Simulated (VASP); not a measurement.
Input of a VASP 6.6.1 run:

The input POSCAR:

```
SiSe
1.0
    3.5952000000      0.0000000000      0.0000000000
   -1.7976000000      3.1135300000      0.0000000000
    0.0000000000      0.0000000000      3.5987300000
Si Se
1 1
Direct
    0.6666700000      0.3333300000      0.5000000000
    0.0000000000      0.0000000000      0.0000000000
```

The input INCAR.step1:

```
PREC = Accurate ; ENCUT = 520
ISMEAR = 0 ; SIGMA = 0.05
LREAL = F ; LASPH = T
NELM = 150 ; MAGMOM = 0 0 0 0 0 0
LSORBIT = T ; GGA_COMPAT = F
NBANDS = 22 ; GGA = PE
ALGO = Normal ; EDIFF = 1E-4
LWAVE = T ; LCHARG = F
```

The input INCAR.step2:

```
PREC = Accurate ; ENCUT = 520
EDIFF = 1E-6 ; ISMEAR = 0
SIGMA = 0.05 ; LREAL = F
LASPH = T ; NELM = 150
ALGO = Normal ; ISIF = 2
LWAVE = F ; LCHARG = F
MAGMOM = 0 0 0 0 0 0 ; LORBIT = 11
LSORBIT = T ; GGA_COMPAT = F
LORBMOM = T ; METAGGA = R2SCAN
LMIXTAU = T ; NBANDS = 22
ISTART = 1
```

File KPOINTS:

```
regular mesh
0
Gamma
  6 6 5
```

Potentials or basis: VASP PAW PBE potentials, release 64 (Si, Se).

Run with:

```sh
$ cat potpaw_PBE.64/Si/POTCAR potpaw_PBE.64/Se/POTCAR > POTCAR
$ cp INCAR.step1 INCAR
$ mpirun -np 1 vasp_ncl > vasp.out
$ cp INCAR.step2 INCAR
$ mpirun -np 1 vasp_ncl > vasp.out
```

(1) What does it give for the net moment?

(2) Estimate the pressure.

Results:

(1) 0.00 μB per cell.

(2) -1.9 GPa.

Caveat: the PAW data sets were made with another functional, which shifts forces and pressure a little.
